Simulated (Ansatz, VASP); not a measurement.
Two plane-wave programs on PbSe

```
Pb Se
1.0
     5.17414    0.00000    0.00000
    -2.58707    4.48094    0.00000
     0.00000    0.00000    6.30800
Pb Se
2 2
Cartesian
  0.0000 2.9873 -0.4791
  2.5871 1.4936 2.6749
  0.0000 2.9873 2.8446
  2.5871 1.4936 5.9986
```

Change from the starting cell: uniaxial_z strain +1.5%.

Alike in both runs: task single point; functional r2SCAN; k mesh 6 × 6 × 4; no spin polarisation.

```csv
,VASP,Ansatz
version,VASP 6.6.1,Ansatz 0.2.0
potentials or method,"VASP PAW PBE potentials, release 64 (Pb_d, Se)","plane waves, PAW"
plane-wave cutoff (eV),520,500
occupations,"gaussian, width 0.01 eV",fixed
valence electrons in the cell,40,60
```

```csv
,VASP,Ansatz,Ansatz less VASP
gap on the k mesh at the Fermi level (eV),1.59,1.59,-0.002
pressure (GPa),-0.3,-0.3,-0.01
"traceless stress, the component that is largest in VASP (GPa)",-0.43,-0.43,+0.002
```

VASP's potentials were made for PBE, not for r2SCAN. VASP's potentials hold 40 valence electrons a cell and Ansatz's 60, so a difference there can come from the potentials and not from the codes.

Neither program's run includes spin-orbit coupling.
